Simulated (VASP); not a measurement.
# AlGa2Sb3 (P-6m2) in VASP: notebook, part 3 of 3

VASP 6.6.1. The steps go on from the part before.

### 6 Relaxation of cell and atoms, PBE

This run uses another cell than the first one, of 24.36 Å³/atom.

Contents of INCAR:

```
SYSTEM = AlGa2Sb3
  PREC = Accurate
  ENCUT = 600
  EDIFF = 1E-6
  ISMEAR = 0
  SIGMA = 0.1
  LREAL = .FALSE.
  LASPH = .TRUE.
  NELM = 100
  ALGO = Normal
  ISIF = 3
  LWAVE = .FALSE.
  LCHARG = .FALSE.
  GGA = PE
  IBRION = 2
  NSW = 90
  EDIFFG = -0.04
```

Contents of KPOINTS:

```
regular mesh
0
G
  6 6 4
  0 0 0
```

Contents of POSCAR:

```
AlGa2Sb3
1.0
    5.1435751234      0.0000000000      0.0000000000
   -2.5717875617      4.4544667232      0.0000000000
    0.0000000000      0.0000000000      6.3779218092
Al Ga Sb
1 2 3
Direct
    0.0000000000      0.0000000000      0.0000000000
    0.6666666667      0.3333333333      0.2526162795
    0.6666666667      0.3333333333      0.7473837205
    0.0000000000      0.0000000000      0.5000000000
    0.3333333333      0.6666666667      0.0000000000
    0.3333333333      0.6666666667      0.5000000000
```

Potentials or basis: VASP PAW PBE potentials, release 64 (Al, Ga_d, Sb).

Command:

```bash
$ cat potpaw_PBE.64/Al/POTCAR potpaw_PBE.64/Ga_d/POTCAR potpaw_PBE.64/Sb/POTCAR > POTCAR
$ mpirun -np 1 vasp_std > vasp.out
```

OUTCAR:

```text
SYSTEM = AlGa2Sb3
   PREC = Accurate
   ENCUT = 600
   EDIFF = 1E-6
   ISMEAR = 0
   LREAL = .FALSE.
   LASPH = .TRUE.
   NELM = 100
   ISIF = 3
   GGA = PE
   IBRION = 2
   NSW = 90
   EDIFFG = -0.04

 ion  position               nearest neighbor table
   1  0.000  0.000  0.000-   5 2.97   5 2.97   5 2.97   4 3.19   4 3.19
   2  0.667  0.333  0.253-
   3  0.667  0.333  0.747-
   4  0.000  0.000  0.500-   6 2.97   6 2.97   6 2.97   1 3.19   1 3.19
   5  0.333  0.667  0.000-   1 2.97   1 2.97   1 2.97   6 3.19   6 3.19
   6  0.333  0.667  0.500-   4 2.97   4 2.97   4 2.97   5 3.19   5 3.19

  LATTYP: Found a hexagonal cell.
 ALAT       =     5.1435751234
 C/A-ratio  =     1.2399783528

  Lattice vectors:

 A1 = (   5.1435751234,   0.0000000000,   0.0000000000)
 A2 = (  -2.5717875617,   4.4544667232,   0.0000000000)
 A3 = (   0.0000000000,   0.0000000000,   6.3779218092)

Analysis of symmetry for initial positions (statically):
=====================================================================
 Subroutine PRICEL returns:
 Original cell was already a primitive cell.

 Routine SETGRP: Setting up the symmetry group for a
 hexagonal supercell.

 Subroutine GETGRP returns: Found 12 space group operations
 (whereof 12 operations were pure point group operations)
 out of a pool of 24 trial point group operations.

The static configuration has the point symmetry D_3h.

Analysis of symmetry for dynamics (positions and initial velocities):
=====================================================================
 Subroutine PRICEL returns:
 Original cell was already a primitive cell.

 Routine SETGRP: Setting up the symmetry group for a
 hexagonal supercell.

 Subroutine GETGRP returns: Found 12 space group operations
 (whereof 12 operations were pure point group operations)
 out of a pool of 24 trial point group operations.

The dynamic configuration has the point symmetry D_3h.

 Subroutine INISYM returns: Found 12 space group operations
 (whereof 12 operations are pure point group operations),
[... 109 lines left out ...]
   TEBEG  =    0.0;   TEEND  =   0.0 temperature during run
   PSTRESS=    0.0 pullay stress
   NELECT =      44.0000    total number of electrons
   NUPDOWN=      -1.0000    fix difference up-down
   EMIN   =  10.00;   EMAX   =-10.00  energy-range for DOS
   EFERMI =   0.00;   METHOD = LEGACY
   ISMEAR =     0;   SIGMA  =   0.10  broadening in eV -4-tet -1-fermi 0-gaus
   EFERMI_NEDOS =   21; number of points for ismear=-14 and -15
   IALGO  =     38    algorithm
   IMIX   =      4    mixing-type and parameters
     AMIX     =   0.40;   BMIX     =  1.00
     AMIX_MAG =   1.60;   BMIX_MAG =  1.00
  volume/ion in A,a.u.               =      24.36       164.36
  Fermi-wavevector in a.u.,A,eV,Ry     =   1.097267  2.073534 16.381350  1.203995
  Thomas-Fermi vector in A             =   2.233624
   LORBIT       =      0    0 simple, 1 ext, 2 COOP (PROOUT), +10 PAW based schemes
   GGA     = PE    functional components
   LHFCALC =     F    Hartree Fock is set to
   AEXX    =    0.0000 exact exchange contribution
   IVDW    =     0    specifies the selected vdW correction
   LEPSILON=     F    determine dielectric tensor
   LRPA    =     F    only Hartree local field effects (RPA)
 conjugate gradient relaxation of ions
 non-spin polarized calculation
 Gauss-broadening in eV      SIGMA  =   0.10
  energy-cutoff  :      600.00
  volume of cell :      146.13
 maximum number of plane-waves:      4910
 NGX is ok and might be reduce to    42
   NGX = 21   NGY = 21   NGZ = 25

--------------------------------------- Ionic step        1  -------------------------------------------

 number of electron      44.0000003 magnetization

 Free energy of the ion-electron system (eV)
  ---------------------------------------------------
  ext. energy  EPLUGINS =         0.00000000
  ---------------------------------------------------
  free energy    TOTEN  =       -21.21264769 eV

  energy without entropy =      -21.19951242  energy(sigma->0) =      -21.20608005

------------------------ aborting loop because EDIFF is reached ----------------------------------------

  FORCE on cell =-STRESS in cart. coord.  units (eV):
  Direction    XX          YY          ZZ          XY          YZ          ZX
  --------------------------------------------------------------------------------------
  -------------------------------------------------------------------------------------
  Total        2.1122938      2.1122938     -3.2919986     -0.0000000      0.0000000     -0.0000000
  in kB       23.1592719     23.1592719    -36.0936021     -0.0000000      0.0000000     -0.0000000
  external PRESSURE =       3.4083139 kB  Pullay stress =       0.0000000 kB
[... 227 lines left out ...]
--------------------------------------- Ionic step        7  -------------------------------------------

 number of electron      44.0000011 magnetization

 Free energy of the ion-electron system (eV)
  ---------------------------------------------------
  ext. energy  EPLUGINS =         0.00000000
  ---------------------------------------------------
  free energy    TOTEN  =       -21.30467994 eV

  energy without entropy =      -21.28911013  energy(sigma->0) =      -21.29689503

 E-fermi :   6.7891     XC(G=0): -10.0926

 val. band max:        6.7664021287   @ k =   0.3333   0.1667   0.0000
 cond. band min:       6.8031397431   @ k =   0.3333   0.0000   0.5000
 fundamental gap:      0.0367376144
 Fermi energy:         6.7891293548

 k-point     1 :       0.0000    0.0000    0.0000
  band No.  band energies     occupation
      1      -8.1014      2.00000
      2      -8.0513      2.00000
      3      -8.0513      2.00000
      4      -8.0318      2.00000
      5      -8.0318      2.00000
      6      -8.0188      2.00000
[... 631 lines left out ...]
  FREE ENERGIE OF THE ION-ELECTRON SYSTEM (eV)
  ---------------------------------------------------
  free  energy   TOTEN  =       -21.3046799414 eV

  energy  without entropy=      -21.2891101280  energy(sigma->0) =      -21.29689503

 reached required accuracy - stopping structural energy minimisation
```

OSZICAR:

```text
N       E                     dE             d eps       ncg     rms          rms(c)
DAV:   1     0.309934445869E+03    0.30993E+03   -0.20427E+04  1092   0.216E+03
DAV:   2     0.132175652327E+02   -0.29672E+03   -0.29287E+03  1220   0.481E+02
DAV:   3    -0.194597418004E+02   -0.32677E+02   -0.31562E+02  1316   0.130E+02
[... 53 lines left out ...]
DAV:   2    -0.213048543446E+02   -0.10749E-01   -0.11452E-01  1476   0.217E+00    0.125E-01
DAV:   3    -0.213047230752E+02    0.13127E-03   -0.31019E-03  1424   0.365E-01    0.473E-02
DAV:   4    -0.213046815755E+02    0.41500E-04   -0.22156E-04  1384   0.111E-01    0.143E-02
DAV:   5    -0.213046800784E+02    0.14971E-05   -0.17487E-05  1346   0.344E-02    0.586E-03
DAV:   6    -0.213046799414E+02    0.13699E-06   -0.12764E-06   682   0.843E-03
   7 F= -.21304680E+02 E0= -.21296895E+02  d E =-.469054E-02
```

CONTCAR:

```text
AlGa2Sb3
   1.00000000000000
     5.2132640464447846   -0.0000000000000000   -0.0000000000000000
    -2.6066320232223923    4.5148191009216463    0.0000000000000000
     0.0000000000000000    0.0000000000000000    6.1846713625024599
  Al              Ga              Sb
     1     2     3
Direct
     0.0000000000000000    0.0000000000000000    0.0000000000000000
     0.6666666667000030    0.3333333332999970    0.2451273218836580
     0.6666666667000030    0.3333333332999970    0.7548726781163421
     0.0000000000000000    1.0000000000000000    0.5000000000000000
     0.3333333332999970    0.6666666667000030    0.0000000000000000
     0.3333333332999970    0.6666666667000030    0.5000000000000000

  0.00000000E+00  0.00000000E+00  0.00000000E+00
  0.00000000E+00  0.00000000E+00  0.00000000E+00
  0.00000000E+00  0.00000000E+00  0.00000000E+00
  0.00000000E+00  0.00000000E+00  0.00000000E+00
  0.00000000E+00  0.00000000E+00  0.00000000E+00
  0.00000000E+00  0.00000000E+00  0.00000000E+00
```

Run time: 4 min. Hardware: 1 thread of AMD EPYC 9R45 (Zen 5), shared host; peak memory 0.33 GiB.

What came out:

| Quantity | Value |
| --- | --- |
| Free energy | -21.3047 eV |
| Relaxed volume | 24.26 Å³/atom |
| Relaxed cell | a = 5.213 Å, b = 5.213 Å, c = 6.185 Å, α = 90.00°, β = 90.00°, γ = 120.00° |
| Space group after relaxing (to 0.1 Å) | P-6m2 (No. 187) |
| Energy gained by relaxing | 15.3 meV/atom |
| Ionic steps | 7 |
| Pressure after relaxing | 0.1 GPa |
| Largest force after relaxing | 0.026 eV/Å |

Forces in eV/Å, atoms in the order of the input:
```
Al   0.000  0.000  0.000
Ga   0.000  0.000 -0.026
Ga   0.000  0.000  0.026
Sb   0.000  0.000  0.000
Sb   0.000  0.000  0.000
Sb   0.000  0.000  0.000
```

Stress tensor (GPa, compression positive):
```
 0.26  0.00  0.00
 0.00  0.26  0.00
 0.00  0.00 -0.15
```

Step by step:
```
step  energy change (eV)  largest force (eV/Å)  pressure (GPa)  volume (Å³)
   1              0.0000                0.0880            0.34       146.13
   2             -0.0839                0.1289           -0.39       147.14
   3             -0.0840                0.1303           -0.42       147.16
   4             -0.0872                0.1208            0.03       145.83
   5             -0.0873                0.1177            0.15       145.45
   6             -0.0892                0.0940            0.15       145.48
   7             -0.0920                0.0261            0.12       145.57
```

Final structure:
```
CELL_PARAMETERS angstrom
5.21326 0.00000 0.00000
-2.60663 4.51482 0.00000
0.00000 0.00000 6.18467
ATOMIC_POSITIONS crystal
Al 0.00000 0.00000 0.00000
Ga 0.66667 0.33333 0.24513
Ga 0.66667 0.33333 0.75487
Sb 0.00000 0.00000 0.50000
Sb 0.33333 0.66667 0.00000
Sb 0.33333 0.66667 0.50000
```

Levels at points of the mesh, in eV from the Fermi level:
```
           k point  band 18  band 19  band 20  band 21  band 22  band 23  band 24  band 25  band 26
(0.00, 0.00, 0.00)    -2.23    -2.23    -1.89    -1.48    -0.96    -0.96    -0.61     0.43     1.89
(0.50, 0.00, 0.00)    -4.26    -1.99    -1.94    -1.88     0.71     0.93     1.42     2.48     3.04
(0.00, 0.00, 0.50)    -2.55    -2.20    -2.20    -1.80    -1.31    -1.31    -1.18    -0.56    -0.56
(0.50, 0.00, 0.50)    -3.35    -0.88    -0.79    -0.32     0.08     1.72     2.06     2.54     2.92
```

Caveat: the highest band is partly filled, so the run has too few bands; spin-orbit coupling is left out, which moves the levels of the heavy elements.

### 7 Single point, PBE

This run uses another cell than the first one, of 24.40 Å³/atom.

Contents of INCAR:

```
PREC = Accurate ; ENCUT = 520
EDIFF = 1E-6 ; ISMEAR = 0
SIGMA = 0.1 ; LREAL = F
LASPH = T ; NELM = 80
ALGO = Normal ; ISIF = 2
LWAVE = F ; LCHARG = F
GGA = PE ; NBANDS = 31
```

Contents of KPOINTS:

```
regular mesh
0
Gamma
  12 12 6
```

Contents of POSCAR:

```
AlGa2Sb3
1.0
    5.2602674977      0.0000000000      0.0000000000
   -2.6301337489      4.5555252837      0.0000000000
    0.0000000000      0.0000000000      6.1096136046
Al Ga Sb
1 2 3
Direct
    0.0000000000      0.0000000000      0.0000000000
    0.6666666667      0.3333333333      0.2417861086
    0.6666666667      0.3333333333      0.7582138914
    0.0000000000      0.0000000000      0.5000000000
    0.3333333333      0.6666666667      0.0000000000
    0.3333333333      0.6666666667      0.5000000000
```

Command:

```bash
$ cat potpaw_PBE.64/Al/POTCAR potpaw_PBE.64/Ga_d/POTCAR potpaw_PBE.64/Sb/POTCAR > POTCAR
$ mpirun -np 1 vasp_std > vasp.out
```

Wall time 2.9 min (1 thread of AMD EPYC 9R45 (Zen 5), shared host); peak memory 0.43 GiB.

The run converged. Its results:

```
Free energy            : -21.2042 eV
Pressure               : 0.0 GPa
Largest force          : 0.006 eV/Å
Band gap on the k mesh : zero (bands 22 and 23 overlap by 2.68 eV)
```

Forces in eV/Å, atoms in the order of the input:
```
Al   0.000  0.000  0.000
Ga   0.000  0.000 -0.006
Ga   0.000  0.000  0.006
Sb   0.000  0.000  0.000
Sb   0.000  0.000  0.000
Sb   0.000  0.000  0.000
```

Levels at points of the mesh, in eV from the Fermi level:
```csv
k point,band 18,band 19,band 20,band 21,band 22,band 23,band 24,band 25,band 26,band 27
"(0.00, 0.00, 0.00)",-2.31,-2.31,-1.97,-1.70,-0.94,-0.94,-0.75,0.28,1.86,1.86
"(0.50, 0.00, 0.00)",-4.25,-2.07,-1.96,-1.94,0.51,0.93,1.17,2.26,2.88,3.34
"(0.00, 0.00, 0.50)",-2.78,-2.27,-2.27,-1.73,-1.36,-1.36,-1.11,-0.66,-0.66,2.85
"(0.50, 0.00, 0.50)",-3.40,-0.81,-0.71,-0.25,0.10,1.55,1.98,2.48,2.64,2.78
```

Caveat: spin-orbit coupling is left out, which moves the levels of the heavy elements.

### 8 The runs side by side

| task | cell | k mesh | cutoff (eV) | gap on the mesh (eV) | pressure (GPa) | relaxed volume (Å³/atom) | largest force (eV/Å) |
| --- | --- | --- | --- | --- | --- | --- | --- |
| single point | a = 4.389, b = 4.389, c = 8.202 Å, angles 90.0, 90.0, 120.0°, 6 atoms, atomic positions A | 6 × 6 × 2 | 520 | none | 18.4 | - | 0.08 |
| single point | a = 5.144, b = 5.144, c = 6.378 Å, angles 90.0, 90.0, 120.0°, 6 atoms, atomic positions B | 6 × 6 × 2 | 520 | none | 0.3 | - | - |
| single point | a = 5.222, b = 5.222, c = 6.176 Å, angles 90.0, 90.0, 120.0°, 6 atoms, atomic positions C | 6 × 6 × 4 | 520 | none | 0.0 | - | - |
| relaxation of cell and atoms | relaxed from a = 4.389, b = 4.389, c = 8.202 Å, angles 90.0, 90.0, 120.0°, 6 atoms, atomic positions A | 6 × 6 × 2 | 600 | - | 0.0 | 24.45 | 0.01 |
| relaxation of cell and atoms | relaxed from a = 5.144, b = 5.144, c = 6.378 Å, angles 90.0, 90.0, 120.0°, 6 atoms, atomic positions B | 6 × 6 × 4 | 600 | - | 0.1 | 24.26 | 0.03 |
| single point | a = 5.260, b = 5.260, c = 6.110 Å, angles 90.0, 90.0, 120.0°, 6 atoms, atomic positions D | 12 × 12 × 6 | 520 | none | 0.0 | - | 0.01 |

Alike in all rows: level PBE; potentials or basis VASP PAW PBE potentials, release 64 (Al, Ga_d, Sb); no spin polarisation; smearing gaussian 0.1 eV.

Caveats: some runs use coarse meshes; spin-orbit coupling is left out, which moves the levels of the heavy elements; the highest band is partly filled, so the run has too few bands (at least some runs); a cell axis changed by over 15 % at a fixed basis, so the end point is rough (at least some runs).

Absolute energies hang on the potentials; compare differences alone.

The gap in the log of VASP goes by the Fermi energy; the results here count the filled bands.